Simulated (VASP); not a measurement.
# Si6N in VASP: single point with LDA

Aim: the single point of Si6N with LDA.

Program: VASP 6.6.1. These are calculated values, not measurements. Logs are shortened: lines on timing, memory, paths and dates and some standing lists are left out, and cuts for length are marked.

### Step 1. The cell of the first run

The cell holds a slab with vacuum, 7 atoms: a = 3.802 Å, b = 3.802 Å, c = 22.453 Å, α = 90.00°, β = 90.00°, γ = 120.00°.

### Step 2. Single point, LDA, collinear spin, ferromagnetic start

The input, INCAR:

```
SYSTEM = Si6N
PREC = Accurate ; ENCUT = 520
EDIFF = 1E-6 ; ISMEAR = 0
SIGMA = 0.05 ; LREAL = .FALSE.
LASPH = .TRUE. ; NELM = 150
ALGO = Fast ; ISIF = 2
LWAVE = .FALSE. ; LCHARG = .FALSE.
ISPIN = 2 ; MAGMOM = 0 0 0 0 0 0 3
LORBIT = 11 ; LDIPOL = .TRUE.
IDIPOL = 3 ; DIPOL = 0.5 0.5 0.362
NBANDS = 28
```

The input, KPOINTS:

```
Automatic mesh
0
G
  9 9 1
  0 0 0
```

The input, POSCAR:

```
Si6N
1.0
    3.8019755009      0.0000000000      0.0000000000
   -1.9009877505      3.2926073684      0.0000000000
    0.0000000000      0.0000000000     22.4526205295
Si N
6 1
Direct
    0.6666666667      0.3333333333      0.1781529241
    0.3333333333      0.6666666667      0.2134649663
    0.3333333333      0.6666666667      0.3182060687
    0.6666666667      0.3333333333      0.3520754813
    0.6666666667      0.3333333333      0.4580755784
    0.3333333333      0.6666666667      0.4878103433
    0.5000000000      1.3333333333      0.5266693171
```

Potentials or basis: VASP PAW LDA potentials, release 64 (Si, N).

On the command line:

```
$ cat potpaw_LDA.64/Si/POTCAR potpaw_LDA.64/N/POTCAR > POTCAR
$ mpirun -np 1 vasp_std > vasp.out
```

OUTCAR:

```text
SYSTEM = Si6N
   PREC = Accurate
   ENCUT = 520
   EDIFF = 1E-6
   ISMEAR = 0
   LREAL = .FALSE.
   LASPH = .TRUE.
   NELM = 150
   ISIF = 2
   ISPIN = 2
   LORBIT = 11

 ion  position               nearest neighbor table
   1  0.667  0.333  0.178-   2 2.33   2 2.33   2 2.33
   2  0.333  0.667  0.213-   1 2.33   1 2.33   1 2.33   3 2.35
   3  0.333  0.667  0.318-   4 2.32   4 2.32   4 2.32   2 2.35
   4  0.667  0.333  0.352-   3 2.32   3 2.32   3 2.32   5 2.38
   5  0.667  0.333  0.458-   7 1.67   6 2.29   6 2.29   6 2.29   4 2.38
   6  0.333  0.667  0.488-   7 1.89   5 2.29   5 2.29   5 2.29   7 2.45
   7  0.500  0.333  0.527-   5 1.67   6 1.89   6 2.45

  LATTYP: Found a hexagonal cell.
 ALAT       =     3.8019755009
 C/A-ratio  =     5.9055142581

  Lattice vectors:

 A1 = (   3.8019755009,   0.0000000000,   0.0000000000)
 A2 = (  -1.9009877505,   3.2926073684,   0.0000000000)
 A3 = (   0.0000000000,   0.0000000000,  22.4526205295)

Analysis of symmetry for initial positions (statically):
=====================================================================
 Subroutine PRICEL returns:
 Original cell was already a primitive cell.

 Routine SETGRP: Setting up the symmetry group for a
 hexagonal supercell.

 Subroutine GETGRP returns: Found  1 space group operations
 (whereof  1 operations were pure point group operations)
 out of a pool of 24 trial point group operations.

The static configuration has the point symmetry C_1 .

Analysis of symmetry for dynamics (positions and initial velocities):
=====================================================================
 Subroutine PRICEL returns:
 Original cell was already a primitive cell.

 Routine SETGRP: Setting up the symmetry group for a
 hexagonal supercell.

 Subroutine GETGRP returns: Found  1 space group operations
 (whereof  1 operations were pure point group operations)
 out of a pool of 24 trial point group operations.

The dynamic configuration has the point symmetry C_1 .

Analysis of structural, dynamic, and magnetic symmetry:
=====================================================================
 Subroutine PRICEL returns:
 Original cell was already a primitive cell.

 Routine SETGRP: Setting up the symmetry group for a
 hexagonal supercell.

 Subroutine GETGRP returns: Found  1 space group operations
 (whereof  1 operations were pure point group operations)
 out of a pool of 24 trial point group operations.

The overall configuration has the point symmetry C_1 .

 Subroutine INISYM returns: Found  1 space group operations
 (whereof  1 operations are pure point group operations),
 and found     1 'primitive' translations

----------------------------------------------------------------------------------------

                                     Primitive cell

  volume of cell :     281.0712

  direct lattice vectors                    reciprocal lattice vectors
     3.801975501  0.000000000  0.000000000     0.263021158  0.151855337  0.000000000
    -1.900987750  3.292607368  0.000000000     0.000000000  0.303710673  0.000000000
     0.000000000  0.000000000 22.452620529     0.000000000  0.000000000  0.044538231

  length of vectors
     3.801975501  3.801975501 22.452620529     0.303710673  0.303710673  0.044538231

  position of ions in fractional coordinates (direct lattice)
     0.666666667  0.333333333  0.178152924
     0.333333333  0.666666667  0.213464966
     0.333333333  0.666666667  0.318206069
     0.666666667  0.333333333  0.352075481
     0.666666667  0.333333333  0.458075578
     0.333333333  0.666666667  0.487810343
     0.500000000  0.333333333  0.526669317

  ion indices of the primitive-cell ions
   primitive index   ion index
                 1           1
                 2           2
                 3           3
                 4           4
                 5           5
                 6           6
                 7           7

----------------------------------------------------------------------------------------

 KPOINTS: Automatic mesh

Automatic generation of k-mesh.
 Grid dimensions read from file:
 generate k-points for:    9    9    1

 Generating k-lattice:
[... 54 lines left out ...]
   ISTART =      0    job   : 0-new  1-cont  2-samecut
   ICHARG =      2    charge: 1-file 2-atom 10-const
   ISPIN  =      2    spin polarized calculation?
   LNONCOLLINEAR =      F non collinear calculations
   LSORBIT =      F    spin-orbit coupling
   LASPH  =      T    aspherical Exc in radial PAW
   ENCUT  =  520.0 eV  38.22 Ry    6.18 a.u.   7.07  7.07 41.75*2*pi/ulx,y,z
   NELM   =    150;   NELMIN=  2; NELMDL= -5     # of ELM steps
   EDIFF  = 0.1E-05   stopping-criterion for ELM
   LREAL  =      F    real-space projection
   EDIFFG = 0.1E-04   stopping-criterion for IOM
   NSW    =      0    number of steps for IOM
   IBRION =     -1    ionic relax: 0-MD 1-quasi-New 2-CG
   NFREE  =      0    steps in history (QN), initial steepest desc. (CG)
   ISIF   =      2    stress and relaxation
   ISYM   =      2    0-nonsym 1-usesym 2-fastsym
   POTIM  = 0.5000    time-step for ionic-motion
   TEBEG  =    0.0;   TEEND  =   0.0 temperature during run
   PSTRESS=    0.0 pullay stress
   NELECT =      29.0000    total number of electrons
   NUPDOWN=      -1.0000    fix difference up-down
   EMIN   =  10.00;   EMAX   =-10.00  energy-range for DOS
   EFERMI =   0.00;   METHOD = LEGACY
   ISMEAR =     0;   SIGMA  =   0.05  broadening in eV -4-tet -1-fermi 0-gaus
   EFERMI_NEDOS =   21; number of points for ismear=-14 and -15
   IALGO  =     68    algorithm
   IMIX   =      4    mixing-type and parameters
     AMIX     =   0.40;   BMIX     =  1.00
     AMIX_MAG =   1.60;   BMIX_MAG =  1.00
  volume/ion in A,a.u.               =      40.15       270.97
  Fermi-wavevector in a.u.,A,eV,Ry     =   0.767836  1.451001  8.021625  0.589573
  Thomas-Fermi vector in A             =   1.868479
   LORBIT       =     11    0 simple, 1 ext, 2 COOP (PROOUT), +10 PAW based schemes
   GGA     = CA    functional components
   LHFCALC =     F    Hartree Fock is set to
   AEXX    =    0.0000 exact exchange contribution
   IVDW    =     0    specifies the selected vdW correction
   LEPSILON=     F    determine dielectric tensor
   LRPA    =     F    only Hartree local field effects (RPA)
 spin polarized calculation
 RMM-DIIS sequential band-by-band and
 Gauss-broadening in eV      SIGMA  =   0.05
  energy-cutoff  :      520.00
  volume of cell :      281.07
 maximum number of plane-waves:      7617
   NGX = 15   NGY = 15   NGZ = 83

 dipolmoment           0.000000      0.000000     -0.358993 electrons x Angstroem

 number of electron      29.0000000 magnetization      -0.0000703

 number of electron      29.0000000 magnetization       0.0000110

 dipolmoment           0.000000      0.000000      0.098871 electrons x Angstroem

 Free energy of the ion-electron system (eV)
  ---------------------------------------------------
  ext. energy  EPLUGINS =         0.00000000
  ---------------------------------------------------
  free energy    TOTEN  =       -40.72618583 eV

  energy without entropy =      -40.71761196  energy(sigma->0) =      -40.72189890

 E-fermi :  -0.6210     XC(G=0):  -4.9372

 val. band max:       -0.6214139006   @ k =   0.2222   0.2222   0.0000
 cond. band min:      -0.6198825279   @ k =  -0.4444   0.3333   0.0000
 fundamental gap:      0.0015313727
 Fermi energy:        -0.6209775782

 spin component 1

 k-point     1 :       0.0000    0.0000    0.0000
  band No.  band energies     occupation
      1     -16.7838      1.00000
      2     -12.3740      1.00000
      3     -11.0684      1.00000
      4      -9.3644      1.00000
      5      -6.0779      1.00000
      6      -5.4251      1.00000
[... 685 lines left out ...]
     25       5.7480      0.00000
     26       6.1369      0.00000

 [... further k-points ...]

 spin component 2

 k-point     1 :       0.0000    0.0000    0.0000
  band No.  band energies     occupation
      1     -16.7838      1.00000
      2     -12.3740      1.00000
      3     -11.0684      1.00000
      4      -9.3644      1.00000
      5      -6.0779      1.00000
      6      -5.4251      1.00000
[... 685 lines left out ...]
     25       5.7479      0.00000
     26       6.1367      0.00000

 [... further k-points ...]

 [bands above 26 left out]

------------------------ aborting loop because EDIFF is reached ----------------------------------------

 vacuum level on the upper side and lower side of the slab       (xc-potential included)         0.691        -0.705

  FORCE on cell =-STRESS in cart. coord.  units (eV):
  Direction    XX          YY          ZZ          XY          YZ          ZX
  --------------------------------------------------------------------------------------
  -------------------------------------------------------------------------------------
  Total        2.7565240     -0.9497989      0.7988333      2.1991279      1.1682500     -3.4336671
  in kB       15.7128898     -5.4140961      4.5535535     12.5355901      6.6593228    -19.5727784
  external PRESSURE =       4.9507824 kB  Pullay stress =       0.0000000 kB

 VOLUME and BASIS-vectors are now :
 -----------------------------------------------------------------------------
  energy-cutoff  :      520.00
  volume of cell :      281.07
      direct lattice vectors                 reciprocal lattice vectors
     3.801975501  0.000000000  0.000000000     0.263021158  0.151855337  0.000000000
    -1.900987750  3.292607368  0.000000000     0.000000000  0.303710673  0.000000000
     0.000000000  0.000000000 22.452620529     0.000000000  0.000000000  0.044538231

 POSITION                                       TOTAL-FORCE (eV/Angst)
 -----------------------------------------------------------------------------------
      1.90099      1.09754      4.00000        -0.042044      0.006994      0.598585
     -0.00000      2.19507      4.79285         0.029811     -0.012040     -0.698267
     -0.00000      2.19507      7.14456         0.053277     -0.003018     -0.064567
      1.90099      1.09754      7.90502        -0.442218      0.019966      0.368363
      1.90099      1.09754     10.28500         3.013514     -0.299667     -2.209367
     -0.00000      2.19507     10.95262         0.454017     -0.849209      1.909478
      1.26733      1.09754     11.82511        -3.066356      1.136974      0.095776
 -----------------------------------------------------------------------------------
    total drift:                               -0.000030      0.000005      0.000158

  FREE ENERGIE OF THE ION-ELECTRON SYSTEM (eV)
  ---------------------------------------------------
  free  energy   TOTEN  =       -40.7261858318 eV

  energy  without entropy=      -40.7176119624  energy(sigma->0) =      -40.72189890

 vacuum level on the upper side and lower side of the slab         5.794         4.364

 total charge

# of ion       s       p       d       tot
------------------------------------------
    1        0.813   0.860   0.000   1.673
    2        0.763   0.939   0.000   1.702
    3        0.776   0.929   0.000   1.705
    4        0.774   0.933   0.000   1.707
    5        0.762   1.003   0.000   1.766
    6        0.805   0.834   0.000   1.640
    7        1.298   2.326   0.000   3.624
--------------------------------------------------
tot          5.992   7.825   0.000  13.816

 magnetization (x)

# of ion       s       p       d       tot
------------------------------------------
    1        0.000   0.000   0.000   0.000
    2        0.000   0.000   0.000   0.000
    3        0.000   0.000   0.000   0.000
    4        0.000   0.000   0.000   0.000
    5        0.000   0.000   0.000   0.000
    6        0.000   0.000   0.000   0.000
    7        0.000   0.000   0.000   0.000
--------------------------------------------------
tot          0.000   0.000   0.000   0.000
```

Wall time 31 min (1 thread of Oxide Virtual Turin-like, shared host); peak memory 0.56 GiB.

Results:

| Property | Result |
| --- | --- |
| Free energy | -40.7262 eV |
| Largest force | 3.749 eV/Å |
| Net moment | 0.00 μB per cell |
| Valence electrons inside the program's atomic spheres | Si 1.67, 1.70, 1.71, 1.77, 1.64 (each value once); N 3.62 |

Forces in eV/Å, atoms in the order of the input:
```
Si  -0.042  0.007  0.599
Si   0.030 -0.012 -0.698
Si   0.053 -0.003 -0.065
Si  -0.442  0.020  0.368
Si   3.014 -0.300 -2.209
Si   0.454 -0.849  1.909
N   -3.066  1.137  0.096
```
